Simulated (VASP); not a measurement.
# BaS (F-43m) in VASP: single point with PBE

Aim: the single point of BaS with PBE.

All numbers are computed with VASP 6.6.1; they aren't measurements. Logs are shortened: lines on timing, memory, paths and dates and some standing lists are left out, and cuts for length are marked.

## 1. The cell of the first run

It takes space group F-43m (No. 216, cubic). The conventional cell has a = 6.692 Å, b = 6.692 Å, c = 6.692 Å, α = 90.00°, β = 90.00°, γ = 90.00°. Within 3.8 Å of Ba (site symmetry -43m) lie 4 S at 2.90 Å. Within 3.8 Å of S (site symmetry -43m) lie 4 Ba at 2.90 Å.

## 2. Single point, PBE (Mg replaced by Ba, lengths x 1.180, strained)

INCAR reads:

```
ALGO = Normal
EDIFF = 1E-6
ENCUT = 500
GGA = PE
GGA_COMPAT = False
ISIF = 2
ISMEAR = 0
LASPH = True
LCHARG = True
LELF = True
LREAL = False
LVHAR = True
LWAVE = False
NBANDS = 15
NELM = 120
PREC = Accurate
SIGMA = 0.02
```

KPOINTS reads:

```
k-points
0
Gamma
  6 6 6
```

POSCAR reads:

```
BaS
1.0
    0.0000000000      3.3460021183      3.3460021183
    3.3460021183      0.0000000000      3.3460021183
    3.3460021183      3.3460021183      0.0000000000
Ba S
1 1
Direct
    0.0000000000      0.0000000000      0.0000000000
    0.7500000000      0.7500000000      0.7500000000
```

Potentials or basis: VASP PAW PBE potentials, release 64 (Ba_sv, S).

Command:

```bash
cat potpaw_PBE.64/Ba_sv/POTCAR potpaw_PBE.64/S/POTCAR > POTCAR
mpirun -np 1 vasp_std > vasp.out
```

OUTCAR:

```text
EDIFF = 1E-6
   ENCUT = 500
   GGA = PE
   ISIF = 2
   ISMEAR = 0
   LASPH = True
   LREAL = False
   NELM = 120
   PREC = Accurate

 ion  position               nearest neighbor table
   1  0.000  0.000  0.000-   2 2.90   2 2.90   2 2.90   2 2.90
   2  0.750  0.750  0.750-   1 2.90   1 2.90   1 2.90   1 2.90

  LATTYP: Found a face centered cubic cell.
 ALAT       =     6.6920042366

  Lattice vectors:

 A1 = (   0.0000000000,   3.3460021183,   3.3460021183)
 A2 = (   3.3460021183,   0.0000000000,   3.3460021183)
 A3 = (   3.3460021183,   3.3460021183,   0.0000000000)

Analysis of symmetry for initial positions (statically):
=====================================================================
 Subroutine PRICEL returns:
 Original cell was already a primitive cell.

 Routine SETGRP: Setting up the symmetry group for a
 face centered cubic supercell.

 Subroutine GETGRP returns: Found 24 space group operations
 (whereof 24 operations were pure point group operations)
 out of a pool of 48 trial point group operations.

The static configuration has the point symmetry T_d .

Analysis of symmetry for dynamics (positions and initial velocities):
=====================================================================
 Subroutine PRICEL returns:
 Original cell was already a primitive cell.

 Routine SETGRP: Setting up the symmetry group for a
 face centered cubic supercell.

 Subroutine GETGRP returns: Found 24 space group operations
 (whereof 24 operations were pure point group operations)
 out of a pool of 48 trial point group operations.

The dynamic configuration has the point symmetry T_d .

 Subroutine INISYM returns: Found 24 space group operations
 (whereof 24 operations are pure point group operations),
 and found     1 'primitive' translations

----------------------------------------------------------------------------------------

                                     Primitive cell

  volume of cell :      74.9219

  direct lattice vectors                    reciprocal lattice vectors
     0.000000000  3.346002118  3.346002118    -0.149432063  0.149432063  0.149432063
     3.346002118  0.000000000  3.346002118     0.149432063 -0.149432063  0.149432063
     3.346002118  3.346002118  0.000000000     0.149432063  0.149432063 -0.149432063

  length of vectors
     4.731961575  4.731961575  4.731961575     0.258823926  0.258823926  0.258823926

  position of ions in fractional coordinates (direct lattice)
     0.000000000  0.000000000  0.000000000
     0.750000000  0.750000000  0.750000000

  ion indices of the primitive-cell ions
   primitive index   ion index
                 1           1
                 2           2

----------------------------------------------------------------------------------------

 KPOINTS: k-points

Automatic generation of k-mesh.
 Grid dimensions read from file:
 generate k-points for:    6    6    6

 Generating k-lattice:

  Cartesian coordinates                     Fractional coordinates (reciprocal lattice)
    -0.024905344  0.024905344  0.024905344     0.166666667  0.000000000  0.000000000
     0.024905344 -0.024905344  0.024905344     0.000000000  0.166666667  0.000000000
     0.024905344  0.024905344 -0.024905344     0.000000000  0.000000000  0.166666667

  Length of vectors
     0.043137321  0.043137321  0.043137321

  Shift w.r.t. Gamma in fractional coordinates (k-lattice)
     0.000000000  0.000000000  0.000000000

 Subroutine IBZKPT returns following result:
 ===========================================

 Found     16 irreducible k-points:

 Following reciprocal coordinates:
            Coordinates               Weight
  0.000000  0.000000  0.000000      1.000000
  0.166667  0.000000  0.000000      8.000000
  0.333333  0.000000  0.000000      8.000000
  0.500000  0.000000  0.000000      4.000000
  0.166667  0.166667  0.000000      6.000000
  0.333333  0.166667  0.000000     24.000000
[... 8 lines left out ...]
 -0.333333  0.333333  0.166667     24.000000
 -0.333333  0.500000  0.166667     12.000000
   k-points           NKPTS =     16   k-points in BZ     NKDIM =     16   number of bands    NBANDS=     15
   number of dos      NEDOS =    301   number of ions     NIONS =      2
   total plane-waves  NPLWV =  46656
   dimension x,y,z NGX =    36 NGY =   36 NGZ =   36
   dimension x,y,z NGXF=    72 NGYF=   72 NGZF=   72
   ions per type =               1   1
   NGX,Y,Z   is equivalent  to a cutoff of  12.65, 12.65, 12.65 a.u.
   NGXF,Y,Z  is equivalent  to a cutoff of  25.30, 25.30, 25.30 a.u.
 SYSTEM =  unknown system
   PREC   = accura    normal or accurate (medium, high low for compatibility)
   ISTART =      0    job   : 0-new  1-cont  2-samecut
   ICHARG =      2    charge: 1-file 2-atom 10-const
   ISPIN  =      1    spin polarized calculation?
   LNONCOLLINEAR =      F non collinear calculations
   LSORBIT =      F    spin-orbit coupling
   LASPH  =      T    aspherical Exc in radial PAW
   ENCUT  =  500.0 eV  36.75 Ry    6.06 a.u.   8.63  8.63  8.63*2*pi/ulx,y,z
   NELM   =    120;   NELMIN=  2; NELMDL= -5     # of ELM steps
   EDIFF  = 0.1E-05   stopping-criterion for ELM
   LREAL  =      F    real-space projection
   EDIFFG = 0.1E-04   stopping-criterion for IOM
   NSW    =      0    number of steps for IOM
   IBRION =     -1    ionic relax: 0-MD 1-quasi-New 2-CG
   NFREE  =      0    steps in history (QN), initial steepest desc. (CG)
   ISIF   =      2    stress and relaxation
   ISYM   =      2    0-nonsym 1-usesym 2-fastsym
   POTIM  = 0.5000    time-step for ionic-motion
   TEBEG  =    0.0;   TEEND  =   0.0 temperature during run
   PSTRESS=    0.0 pullay stress
   NELECT =      16.0000    total number of electrons
   NUPDOWN=      -1.0000    fix difference up-down
   EMIN   =  10.00;   EMAX   =-10.00  energy-range for DOS
   EFERMI =   0.00;   METHOD = LEGACY
   ISMEAR =     0;   SIGMA  =   0.02  broadening in eV -4-tet -1-fermi 0-gaus
   EFERMI_NEDOS =   21; number of points for ismear=-14 and -15
   IALGO  =     38    algorithm
   IMIX   =      4    mixing-type and parameters
     AMIX     =   0.40;   BMIX     =  1.00
     AMIX_MAG =   1.60;   BMIX_MAG =  1.00
  volume/ion in A,a.u.               =      37.46       252.80
  Fermi-wavevector in a.u.,A,eV,Ry     =   0.978540  1.849173 13.028132  0.957541
  Thomas-Fermi vector in A             =   2.109324
   LORBIT       =      0    0 simple, 1 ext, 2 COOP (PROOUT), +10 PAW based schemes
   GGA     = PE    functional components
   LHFCALC =     F    Hartree Fock is set to
   AEXX    =    0.0000 exact exchange contribution
   IVDW    =     0    specifies the selected vdW correction
   LEPSILON=     F    determine dielectric tensor
   LRPA    =     F    only Hartree local field effects (RPA)
 non-spin polarized calculation
 Gauss-broadening in eV      SIGMA  =   0.02
  energy-cutoff  :      500.00
  volume of cell :       74.92
 maximum number of plane-waves:      1932
 NGX is ok and might be reduce to    36
   NGX = 17   NGY = 17   NGZ = 17

 number of electron      16.0000000 magnetization

 Free energy of the ion-electron system (eV)
  ---------------------------------------------------
  ext. energy  EPLUGINS =         0.00000000
  ---------------------------------------------------
  free energy    TOTEN  =        -9.50180638 eV

  energy without entropy =       -9.50180638  energy(sigma->0) =       -9.50180638

 E-fermi :   0.7077     XC(G=0):  -7.7526

 val. band max:        0.5192490402   @ k =   0.5000   0.5000   0.0000
 cond. band min:       3.4849759722   @ k =   0.0000   0.0000   0.0000
 fundamental gap:      2.9657269321
 Fermi energy:         0.7077215909

 k-point     1 :       0.0000    0.0000    0.0000
  band No.  band energies     occupation
      1     -25.1974      2.00000
      2     -10.4149      2.00000
      3     -10.4149      2.00000
      4     -10.4149      2.00000
      5      -9.6517      2.00000
      6      -0.4789      2.00000
      7      -0.4789      2.00000
      8      -0.4789      2.00000
      9       3.4850      0.00000
     10       5.7112      0.00000
     11       5.7112      0.00000
     12       7.9840      0.00000
     13       7.9840      0.00000
     14       7.9840      0.00000
     15      11.5062      0.00000

 k-point     2 :       0.1667    0.0000    0.0000
  band No.  band energies     occupation
      1     -25.1891      2.00000
      2     -10.8769      2.00000
      3     -10.4331      2.00000
      4     -10.4331      2.00000
      5      -9.1919      2.00000
      6      -0.5161      2.00000
      7      -0.3812      2.00000
      8      -0.3812      2.00000
      9       4.1271      0.00000
     10       5.4844      0.00000
     11       5.4844      0.00000
     12       7.6640      0.00000
     13       8.5400      0.00000
     14       8.5400      0.00000
     15       9.7842      0.00000

 k-point     3 :       0.3333    0.0000    0.0000
  band No.  band energies     occupation
      1     -25.1724      2.00000
      2     -11.3810      2.00000
      3     -10.4689      2.00000
      4     -10.4689      2.00000
      5      -8.7118      2.00000
      6      -0.3522      2.00000
      7      -0.2014      2.00000
      8      -0.2014      2.00000
      9       5.0339      0.00000
     10       5.5582      0.00000
     11       5.5582      0.00000
     12       7.0448      0.00000
     13       8.2157      0.00000
     14       8.2157      0.00000
     15       8.6575      0.00000
[... 199 lines left out ...]
 k-point    15 :      -0.3333    0.3333    0.1667
  band No.  band energies     occupation
      1     -25.1557      2.00000
      2     -11.6246      2.00000
      3     -10.6674      2.00000
      4     -10.5555      2.00000
      5      -8.2607      2.00000
      6      -0.2771      2.00000
      7      -0.1372      2.00000
      8       0.3572      2.00000
      9       4.0919      0.00000
     10       5.0662      0.00000
     11       6.3426      0.00000
     12       7.8580      0.00000
     13       8.1966      0.00000
     14       8.9090      0.00000
     15      10.4756      0.00000

 k-point    16 :      -0.3333    0.5000    0.1667
  band No.  band energies     occupation
      1     -25.1529      2.00000
      2     -11.6677      2.00000
      3     -10.6538      2.00000
      4     -10.5973      2.00000
      5      -8.2020      2.00000
      6      -0.5747      2.00000
      7       0.1489      2.00000
      8       0.5169      2.00000
      9       3.9274      0.00000
     10       4.9632      0.00000
     11       6.8365      0.00000
     12       7.3156      0.00000
     13       8.4626      0.00000
     14      10.0124      0.00000
     15      10.2710      0.00000

------------------------ aborting loop because EDIFF is reached ----------------------------------------

  FORCE on cell =-STRESS in cart. coord.  units (eV):
  Direction    XX          YY          ZZ          XY          YZ          ZX
  --------------------------------------------------------------------------------------
  -------------------------------------------------------------------------------------
  Total        2.9591856      2.9591856      2.9591856      0.0000000      0.0000000      0.0000000
  in kB       63.2811204     63.2811204     63.2811204      0.0000000      0.0000000      0.0000000
  external PRESSURE =      63.2811204 kB  Pullay stress =       0.0000000 kB

 VOLUME and BASIS-vectors are now :
 -----------------------------------------------------------------------------
  energy-cutoff  :      500.00
  volume of cell :       74.92
      direct lattice vectors                 reciprocal lattice vectors
     0.000000000  3.346002118  3.346002118    -0.149432063  0.149432063  0.149432063
     3.346002118  0.000000000  3.346002118     0.149432063 -0.149432063  0.149432063
     3.346002118  3.346002118  0.000000000     0.149432063  0.149432063 -0.149432063

 POSITION                                       TOTAL-FORCE (eV/Angst)
 -----------------------------------------------------------------------------------
      0.00000      0.00000      0.00000        -0.000000     -0.000000     -0.000000
      5.01900      5.01900      5.01900         0.000000      0.000000      0.000000
 -----------------------------------------------------------------------------------
    total drift:                                0.000000      0.000000      0.000000

  FREE ENERGIE OF THE ION-ELECTRON SYSTEM (eV)
  ---------------------------------------------------
  free  energy   TOTEN  =        -9.5018063821 eV

  energy  without entropy=       -9.5018063821  energy(sigma->0) =       -9.50180638
```

Run time: 19 s. Hardware: 1 thread of Intel Xeon Platinum 8259CL at 2.50GHz (Skylake/Cascade Lake), shared host; peak memory 0.21 GiB.

What came out:

| Quantity | Value |
| --- | --- |
| Free energy | -9.5018 eV |
| Pressure | 6.3 GPa |
| Band gap on the k mesh | 2.97 eV, indirect (least direct gap 3.41 eV) |

Caveat: the cell differs from its parent crystal (Mg replaced by Ba, lengths x 1.180, strained); spin-orbit coupling is left out, which moves the levels of the heavy elements. A k mesh can miss the band edges.
